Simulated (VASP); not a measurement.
# Pd (P-62m) in VASP: single point with PBEsol

Aim: the single point of Pd with PBEsol.

Everything below comes from runs of VASP 6.6.1. Logs are shortened: lines on timing, memory, paths and dates and some standing lists are left out, and cuts for length are marked.

### 1 The cell of the first run

Symmetry: P-62m, No. 189, hexagonal system. Conventional cell: a = 4.827 Å, b = 4.827 Å, c = 4.511 Å, α = 90.00°, β = 90.00°, γ = 120.00°. Within 3.6 Å of Pd (site symmetry m2m) lie 10 Pd at 2.77 to 2.80 Å. Within 3.6 Å of Pd (site symmetry -6) lie 9 Pd at 2.77 to 2.79 Å.

### 2 Single point, PBEsol

INCAR reads:

```
SYSTEM = Pd
PREC = Accurate
ENCUT = 520
EDIFF = 1E-6
ISMEAR = -1
SIGMA = 0.05
LREAL = .False.
LASPH = .True.
NELM = 60
ALGO = Normal
ISIF = 2
LWAVE = .False.
LCHARG = .True.
GGA = PS
LELF = .True.
LVHAR = .True.
NBANDS = 33
```

KPOINTS reads:

```
Automatic mesh
0
Gamma
  6 6 5
  0 0 0
```

POSCAR reads:

```
Pd
1.0
    4.8267200000      0.0000000000      0.0000000000
   -2.4133600000      4.1800600000      0.0000000000
    0.0000000000      0.0000000000      4.5107000000
Pd
5
Direct
    0.6647900000      0.6647900000      0.0000000000
    0.3333333333      0.6666666667      0.5000000000
    0.0000000000      0.3352100000      0.0000000000
    0.3352100000      0.0000000000      0.0000000000
    0.6666666667      0.3333333333      0.5000000000
```

Potentials or basis: VASP PAW PBE potentials, release 64 (Pd).

The run is started by

```sh
$ cat potpaw_PBE.64/Pd/POTCAR > POTCAR
$ mpirun -np 1 vasp_std > vasp.out
```

OUTCAR:

```text
SYSTEM = Pd
   PREC = Accurate
   ENCUT = 520
   EDIFF = 1E-6
   ISMEAR = -1
   LREAL = .False.
   LASPH = .True.
   NELM = 60
   ISIF = 2
   GGA = PS

 ion  position               nearest neighbor table
   1  0.665  0.665  0.000-   5 2.77   5 2.77   2 2.77   2 2.77   4 2.78   4 2.78   3 2.78   3 2.78
                             3 2.80   4 2.80
   2  0.333  0.667  0.500-   4 2.77   4 2.77   3 2.77   3 2.77   1 2.77   1 2.77   5 2.79   5 2.79
                             5 2.79
   3  0.000  0.335  0.000-   2 2.77   2 2.77   5 2.77   5 2.77   4 2.78   4 2.78   1 2.78   1 2.78
                             1 2.80   4 2.80
   4  0.335  0.000  0.000-   2 2.77   2 2.77   5 2.77   5 2.77   1 2.78   3 2.78   1 2.78   3 2.78
                             3 2.80   1 2.80
   5  0.667  0.333  0.500-   4 2.77   4 2.77   1 2.77   1 2.77   3 2.77   3 2.77   2 2.79   2 2.79
                             2 2.79

  LATTYP: Found a hexagonal cell.
 ALAT       =     4.8267200000
 C/A-ratio  =     0.9345269666

  Lattice vectors:

 A1 = (   4.8267200000,   0.0000000000,   0.0000000000)
 A2 = (  -2.4133600000,   4.1800600000,   0.0000000000)
 A3 = (   0.0000000000,   0.0000000000,   4.5107000000)

Analysis of symmetry for initial positions (statically):
=====================================================================
 Subroutine PRICEL returns:
 Original cell was already a primitive cell.

 Routine SETGRP: Setting up the symmetry group for a
 hexagonal supercell.

 Subroutine GETGRP returns: Found 12 space group operations
 (whereof 12 operations were pure point group operations)
 out of a pool of 24 trial point group operations.

The static configuration has the point symmetry D_3h.

Analysis of symmetry for dynamics (positions and initial velocities):
=====================================================================
 Subroutine PRICEL returns:
 Original cell was already a primitive cell.

 Routine SETGRP: Setting up the symmetry group for a
 hexagonal supercell.

 Subroutine GETGRP returns: Found 12 space group operations
 (whereof 12 operations were pure point group operations)
 out of a pool of 24 trial point group operations.

The dynamic configuration has the point symmetry D_3h.

 Subroutine INISYM returns: Found 12 space group operations
 (whereof 12 operations are pure point group operations),
 and found     1 'primitive' translations

----------------------------------------------------------------------------------------

                                     Primitive cell

  volume of cell :      91.0078

  direct lattice vectors                    reciprocal lattice vectors
     4.826720000  0.000000000  0.000000000     0.207180031  0.119615508  0.000000000
    -2.413360000  4.180060000  0.000000000     0.000000000  0.239231016  0.000000000
     0.000000000  0.000000000  4.510700000     0.000000000  0.000000000  0.221695081

  length of vectors
     4.826720000  4.826718149  4.510700000     0.239230924  0.239231016  0.221695081

  position of ions in fractional coordinates (direct lattice)
     0.664790000  0.664790000  0.000000000
     0.333333333  0.666666667  0.500000000
     1.000000000  0.335210000  0.000000000
     0.335210000  0.000000000  0.000000000
     0.666666667  0.333333333  0.500000000

  ion indices of the primitive-cell ions
   primitive index   ion index
                 1           1
                 2           2
                 3           3
                 4           4
                 5           5

----------------------------------------------------------------------------------------

 KPOINTS: Automatic mesh

Automatic generation of k-mesh.
 Grid dimensions read from file:
 generate k-points for:    6    6    5

 Generating k-lattice:

  Cartesian coordinates                     Fractional coordinates (reciprocal lattice)
     0.034530005  0.019935918  0.000000000     0.166666667 -0.000000000  0.000000000
     0.000000000  0.039871836  0.000000000     0.000000000  0.166666667  0.000000000
     0.000000000  0.000000000  0.044339016     0.000000000  0.000000000  0.200000000

  Length of vectors
     0.039871821  0.039871836  0.044339016

  Shift w.r.t. Gamma in fractional coordinates (k-lattice)
     0.000000000  0.000000000  0.000000000

 Subroutine IBZKPT returns following result:
 ===========================================

 Found     21 irreducible k-points:

 Following reciprocal coordinates:
            Coordinates               Weight
  0.000000  0.000000  0.000000      1.000000
  0.166667 -0.000000  0.000000      6.000000
  0.333333  0.000000  0.000000      6.000000
  0.500000 -0.000000  0.000000      3.000000
  0.166667  0.166667  0.000000      6.000000
  0.333333  0.166667  0.000000     12.000000
[... 13 lines left out ...]
  0.333333  0.166667  0.400000     24.000000
  0.333333  0.333333  0.400000      4.000000
   k-points           NKPTS =     21   k-points in BZ     NKDIM =     21   number of bands    NBANDS=     33
   number of dos      NEDOS =    301   number of ions     NIONS =      5
   total plane-waves  NPLWV =  46656
   dimension x,y,z NGX =    36 NGY =   36 NGZ =   36
   dimension x,y,z NGXF=    72 NGYF=   72 NGZF=   72
   ions per type =               5
   NGX,Y,Z   is equivalent  to a cutoff of  12.40, 12.40, 13.27 a.u.
   NGXF,Y,Z  is equivalent  to a cutoff of  24.80, 24.80, 26.54 a.u.
 SYSTEM =  Pd
   PREC   = accura    normal or accurate (medium, high low for compatibility)
   ISTART =      0    job   : 0-new  1-cont  2-samecut
   ICHARG =      2    charge: 1-file 2-atom 10-const
   ISPIN  =      1    spin polarized calculation?
   LNONCOLLINEAR =      F non collinear calculations
   LSORBIT =      F    spin-orbit coupling
   LASPH  =      T    aspherical Exc in radial PAW
   ENCUT  =  520.0 eV  38.22 Ry    6.18 a.u.   8.97  8.97  8.39*2*pi/ulx,y,z
   NELM   =     60;   NELMIN=  2; NELMDL= -5     # of ELM steps
   EDIFF  = 0.1E-05   stopping-criterion for ELM
   LREAL  =      F    real-space projection
   EDIFFG = 0.1E-04   stopping-criterion for IOM
   NSW    =      0    number of steps for IOM
   IBRION =     -1    ionic relax: 0-MD 1-quasi-New 2-CG
   NFREE  =      0    steps in history (QN), initial steepest desc. (CG)
   ISIF   =      2    stress and relaxation
   ISYM   =      2    0-nonsym 1-usesym 2-fastsym
   POTIM  = 0.5000    time-step for ionic-motion
   TEBEG  =    0.0;   TEEND  =   0.0 temperature during run
   PSTRESS=    0.0 pullay stress
   NELECT =      50.0000    total number of electrons
   NUPDOWN=      -1.0000    fix difference up-down
   EMIN   =  10.00;   EMAX   =-10.00  energy-range for DOS
   EFERMI =   0.00;   METHOD = LEGACY
   ISMEAR =    -1;   SIGMA  =   0.05  broadening in eV -4-tet -1-fermi 0-gaus
   EFERMI_NEDOS =   21; number of points for ismear=-14 and -15
   IALGO  =     38    algorithm
   IMIX   =      4    mixing-type and parameters
     AMIX     =   0.40;   BMIX     =  1.00
     AMIX_MAG =   1.60;   BMIX_MAG =  1.00
  volume/ion in A,a.u.               =      18.20       122.83
  Fermi-wavevector in a.u.,A,eV,Ry     =   1.340825  2.533791 24.460699  1.797811
  Thomas-Fermi vector in A             =   2.469107
   LORBIT       =      0    0 simple, 1 ext, 2 COOP (PROOUT), +10 PAW based schemes
   GGA     = PS    functional components
   LHFCALC =     F    Hartree Fock is set to
   AEXX    =    0.0000 exact exchange contribution
   IVDW    =     0    specifies the selected vdW correction
   LEPSILON=     F    determine dielectric tensor
   LRPA    =     F    only Hartree local field effects (RPA)
 non-spin polarized calculation
  energy-cutoff  :      520.00
  volume of cell :       91.01
 maximum number of plane-waves:      2475
 NGX is ok and might be reduce to    36
   NGX = 17   NGY = 17   NGZ = 17

 number of electron      50.0000016 magnetization

 Free energy of the ion-electron system (eV)
  ---------------------------------------------------
  ext. energy  EPLUGINS =         0.00000000
  ---------------------------------------------------
  free energy    TOTEN  =       -27.88453588 eV

  energy without entropy =      -27.77729262  energy(sigma->0) =      -27.83091425

 E-fermi :   6.5904     XC(G=0): -11.9490

 val. band max:        6.5857577402   @ k =   0.3333   0.3333   0.4000
 cond. band min:       6.6064934713   @ k =   0.5000  -0.0000   0.0000
 fundamental gap:      0.0207357311
 Fermi energy:         6.5903535644

 k-point     1 :       0.0000    0.0000    0.0000
  band No.  band energies     occupation
      1       0.5145      2.00000
      2       2.4463      2.00000
      3       2.7526      2.00000
      4       2.7526      2.00000
      5       2.9539      2.00000
      6       3.6847      2.00000
[... 25 lines left out ...]
     32      13.4557      0.00000
     33      13.4557      0.00000

 k-point     2 :       0.1667   -0.0000    0.0000
  band No.  band energies     occupation
      1       0.7810      2.00000
      2       2.5608      2.00000
      3       2.7338      2.00000
      4       2.7493      2.00000
      5       2.8186      2.00000
      6       3.3456      2.00000
[... 25 lines left out ...]
     32      14.4348      0.00000
     33      14.8814      0.00000

 k-point     3 :       0.3333    0.0000    0.0000
  band No.  band energies     occupation
      1       1.4732      2.00000
      2       2.2698      2.00000
      3       2.7352      2.00000
      4       2.8322      2.00000
      5       3.0568      2.00000
      6       3.2333      2.00000
[... 25 lines left out ...]
     32      15.5686      0.00000
     33      15.7053      0.00000

 k-point     4 :       0.5000   -0.0000    0.0000
  band No.  band energies     occupation
      1       1.9825      2.00000
      2       2.1111      2.00000
      3       2.7246      2.00000
      4       3.0629      2.00000
      5       3.0968      2.00000
      6       3.2307      2.00000
[... 25 lines left out ...]
     32      14.3517      0.00000
     33      14.8257      0.00000

 k-point     5 :       0.1667    0.1667    0.0000
  band No.  band energies     occupation
      1       1.2568      2.00000
      2       2.4519      2.00000
      3       2.6873      2.00000
      4       2.7868      2.00000
      5       2.9176      2.00000
      6       3.0568      2.00000
[... 496 lines left out ...]
 k-point    19 :       0.1667    0.1667    0.4000
  band No.  band energies     occupation
      1       2.1137      2.00000
      2       2.4424      2.00000
      3       2.6603      2.00000
      4       2.8357      2.00000
      5       2.9283      2.00000
      6       3.3055      2.00000
[... 25 lines left out ...]
     32      15.5145      0.00000
     33      15.7902      0.00000

 k-point    20 :       0.3333    0.1667    0.4000
  band No.  band energies     occupation
      1       2.2035      2.00000
      2       2.4278      2.00000
      3       2.5079      2.00000
      4       2.6202      2.00000
      5       2.8997      2.00000
      6       3.1528      2.00000
[... 25 lines left out ...]
     32      15.4254      0.00000
     33      16.6102      0.00000

 k-point    21 :       0.3333    0.3333    0.4000
  band No.  band energies     occupation
      1       2.3181      2.00000
      2       2.3201      2.00000
      3       2.3201      2.00000
      4       2.6924      2.00000
      5       2.6924      2.00000
      6       2.9645      2.00000
[... 25 lines left out ...]
     32      17.6228      0.00000
     33      17.6231      0.00000

------------------------ aborting loop because EDIFF is reached ----------------------------------------

  FORCE on cell =-STRESS in cart. coord.  units (eV):
  Direction    XX          YY          ZZ          XY          YZ          ZX
  --------------------------------------------------------------------------------------
  -------------------------------------------------------------------------------------
  Total       -7.6236984     -7.6236907     -7.0341915      0.0000000      0.0000000      0.0000000
  in kB     -134.2139712   -134.2138339   -123.8357975      0.0000000      0.0000000      0.0000000
  external PRESSURE =    -130.7545342 kB  Pullay stress =       0.0000000 kB

 VOLUME and BASIS-vectors are now :
 -----------------------------------------------------------------------------
  energy-cutoff  :      520.00
  volume of cell :       91.01
      direct lattice vectors                 reciprocal lattice vectors
     4.826720000  0.000000000  0.000000000     0.207180031  0.119615508  0.000000000
    -2.413360000  4.180060000  0.000000000     0.000000000  0.239231016  0.000000000
     0.000000000  0.000000000  4.510700000     0.000000000  0.000000000  0.221695081

 POSITION                                       TOTAL-FORCE (eV/Angst)
 -----------------------------------------------------------------------------------
      1.60438      2.77886      0.00000         0.039109      0.067739      0.000000
     -0.00000      2.78671      2.25535        -0.000000     -0.000000      0.000000
     -0.80898      1.40120      0.00000         0.039109     -0.067739     -0.000000
      1.61796      0.00000      0.00000        -0.078218     -0.000000     -0.000000
      2.41336      1.39335      2.25535        -0.000000     -0.000000      0.000000
 -----------------------------------------------------------------------------------
    total drift:                               -0.000001     -0.000000      0.000000

  FREE ENERGIE OF THE ION-ELECTRON SYSTEM (eV)
  ---------------------------------------------------
  free  energy   TOTEN  =       -27.8845358775 eV

  energy  without entropy=      -27.7772926152  energy(sigma->0) =      -27.83091425
```

Wall time 84 s (1 thread of AMD EPYC 7R13 (Zen 3), shared host); peak memory 0.18 GiB.

What came out:

| Item | Value |
| --- | --- |
| Free energy | -27.8845 eV |
| Pressure | -13.1 GPa |
| Largest force | 0.078 eV/Å |
| Band gap on the k mesh | zero (band 25 reaches 6.78 eV, above the bottom of band 26 at 6.46 eV) |

Forces on the atoms (eV/Å):
```
Pd   0.039  0.068  0.000
Pd   0.000  0.000  0.000
Pd   0.039 -0.068  0.000
Pd  -0.078  0.000  0.000
Pd   0.000  0.000  0.000
```

Caveat: the PAW data sets were made with another functional, which shifts forces and pressure a little.
